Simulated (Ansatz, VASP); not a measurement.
## Sb: VASP beside Ansatz

INCAR

```
ALGO = Normal
EDIFF = 1E-8
ENCUT = 520
GGA = PS
ISIF = 2
ISMEAR = -1
LASPH = True
LCHARG = False
LEFG = True
LREAL = False
LWAVE = False
NBANDS = 8
NELM = 100
PREC = Accurate
SIGMA = 0.03
```

The input KPOINTS:

```
k-points
0
Gamma
  14 14 14
```

Contents of POSCAR:

```
Sb
1.0
    0.0000000000      2.2589000000      2.3050000000
    2.2589000000      0.0000000000      2.3050000000
    2.2589000000      2.2589000000      0.0000000000
Sb
1
Direct
    0.0000000000      0.0000000000      0.0000000000
```

Input for Ansatz:

```yaml
crystal:
  lattice:
    - [0.0, 2.2589, 2.305]
    - [2.2589, 0.0, 2.305]
    - [2.2589, 2.2589, 0.0]
  atoms:
    - { symbol: Sb, position: [0.0, 0.0, 0.0] }
kpoints:
  mp_grid: { grid: [14, 14, 14] }
scf:
  occupations: { method: fermi_dirac, width: 0.03 }
hamiltonian:
  xc: pbesol
  pseudopotentials: { kind: paw }
output:
  forces: true
  stress: true
  eigenvalues: true
  efg: { contact_densities: true }
  write_density: true
  write_potential: true
  elf: true
  volumetric_format: npy
```

Change from the starting cell: equal xx and yy strain of -2 %, PAW files.

Alike in both runs: task electric field gradients; functional PBEsol; k mesh 14 × 14 × 14; occupations fermi-dirac, width 0.03 eV; no spin polarisation.

|  | VASP | Ansatz |
| --- | --- | --- |
| version | VASP 6.6.1 | Ansatz 0.2.0 |
| potentials or method | VASP PAW PBE potentials, release 64 (Sb) | PAW with Ansatz's default frozen-core files, scalar-relativistic |
| plane-wave cutoff (eV) | 520 | 420 |
| valence electrons in the cell | 5 | 15 |

Ansatz gave:

```
pressure (GPa)                                                : 9.1
traceless stress, the component that is largest in VASP (GPa) : 1.23
size of Vzz on the site where it differs most (V/Å²)          : 6.7
```

Task: Which values does VASP return?

Result: Pressure (GPa): 9.2; traceless stress, the component that is largest in VASP (GPa): 1.22; size of Vzz on the site where it differs most (V/Å²): 6.6.

VASP's potentials were made for PBE, not for PBEsol. VASP's potentials hold 5 valence electrons a cell and Ansatz's 15, so a difference there can come from the potentials and not from the codes.

Neither program's run includes spin-orbit coupling.
